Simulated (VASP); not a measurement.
**CaO: relaxation of cell and atoms with PBEsol**

Crystal: CaO.

```
Ca O
1.0
     0.00000    2.38357    2.38357
     2.38357    0.00000    2.38357
     2.38357    2.38357    0.00000
Ca O
1 1
Cartesian
  0.0000 0.0000 0.0000
  2.3836 2.3836 2.3836
```

```json
{
  "Program": "VASP 6.6.1",
  "Task": "relaxation of cell and atoms",
  "Functional": "PBEsol",
  "Potentials or basis": "VASP PAW PBE potentials, release 64 (Ca_sv, O)",
  "Cutoff": "600 eV",
  "k mesh": "10 × 10 × 10",
  "Occupations": "gaussian, width 0.01 eV",
  "Spin": "no spin polarisation",
  "Target pressure": "1 GPa",
  "Dipole correction": "no",
  "Further INCAR settings": "ALGO = Normal; EDIFF = 1e-06; IBRION = 2; EDIFFG = -0.002; NSW = 100; ISIF = 3"
}
```

```
Relaxed volume                                             : 13.50 Å³/atom
Relaxed cell                                               : a = 3.367 Å, b = 3.367 Å, c = 3.367 Å, α = 60.00°, β = 60.00°, γ = 60.00°
Space group after relaxing (to 0.1 Å)                      : Fm-3m (No. 225)
Energy change on relaxing (the run minimises the enthalpy) : +0.2 meV/atom
Ionic steps                                                : 4
Pressure after relaxing                                    : 1.0 GPa
Band gap on the k mesh                                     : 3.52 eV (least direct gap 3.89 eV)
```

Step by step:
| step | energy change (eV) | largest force (eV/Å) | pressure (GPa) | volume (Å³) |
| --- | --- | --- | --- | --- |
| 1 | 0.0000 | 0.0000 | 0.57 | 27.08 |
| 2 | 0.0008 | 0.0000 | 1.20 | 26.94 |
| 3 | 0.0005 | 0.0000 | 1.03 | 26.99 |
| 4 | 0.0004 | 0.0000 | 1.02 | 26.99 |

Final structure:
```
CELL_PARAMETERS angstrom
0.00000 2.38085 2.38085
2.38085 0.00000 2.38085
2.38085 2.38085 0.00000
ATOMIC_POSITIONS crystal
Ca 0.00000 0.00000 0.00000
O 0.50000 0.50000 0.50000
```

Levels at points of the mesh, in eV from the valence-band top:
```csv
k point,band 5,band 6,band 7,band 8,band 9,band 10,band 11,band 12
"(0.00, 0.00, 0.00)",-15.50,0.00,0.00,0.00,4.79,6.26,6.26,6.26
"(0.50, 0.00, 0.00)",-14.13,-2.76,-1.28,-1.28,7.15,8.53,8.53,8.55
"(0.50, 0.50, 0.00)",-15.26,-1.31,-0.37,-0.37,3.52,8.25,9.09,9.79
```

Wall time 54 s on 1 thread of AMD EPYC 7R13, with other jobs on the host, peak memory 0.15 GiB.

Caveat: the cell is relaxed towards a set pressure, so the run minimises the enthalpy, not the energy; the PAW data sets were made with another functional, which shifts forces and pressure a little. A k mesh can miss the band edges.
